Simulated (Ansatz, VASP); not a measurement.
Fe2Co in VASP and in Ansatz

```xyz
3
Lattice="0.0000 2.0213 6.0335 1.4163 0.0000 6.0335 1.4163 2.0213 0.0000" Properties=species:S:1:pos:R:3 pbc="T T T"
Fe    1.4163    2.0213    8.0338
Fe    1.4163    2.0213    4.0332
Co    0.0000    0.0000    0.0000
```

Alike in both runs: functional PBE; k mesh 8 × 8 × 8; occupations gaussian, width 0.1 eV; collinear spin.

Ansatz relaxed the structure, and its values are those at the end. VASP's run is a single point on that final structure, the one shown.

```csv
,VASP,Ansatz
version,VASP 6.6.1,Ansatz 0.2.0
potentials or method,"VASP PAW PBE potentials, release 64 (Fe, Co), cutoff 520 eV","scalar-relativistic, plane waves, PAW"
valence electrons in the cell,25,49
```

VASP gave:

```
gap on the k mesh at the Fermi level (eV)                     : none
pressure (GPa)                                                : -0.3
rms of the force components (eV/Å)                            : 0.004
net moment per atom (μB)                                      : 2.28
size of the moment on the site where the two differ most (μB) : 1.80
```

**Question.** Which values does Ansatz return?

**Answer.** gap on the k mesh at the Fermi level (eV): none; pressure (GPa): 0.1; rms of the force components (eV/Å): 0.002; net moment per atom (μB): 2.28; size of the moment on the site where the two differ most (μB): 1.88.

Site moments also hang on the region over which each program counts them. A gap of «none» marks a metal or a gap that the smearing closes. VASP's potentials hold 25 valence electrons a cell and Ansatz's 49, so a difference there can come from the potentials and not from the codes.
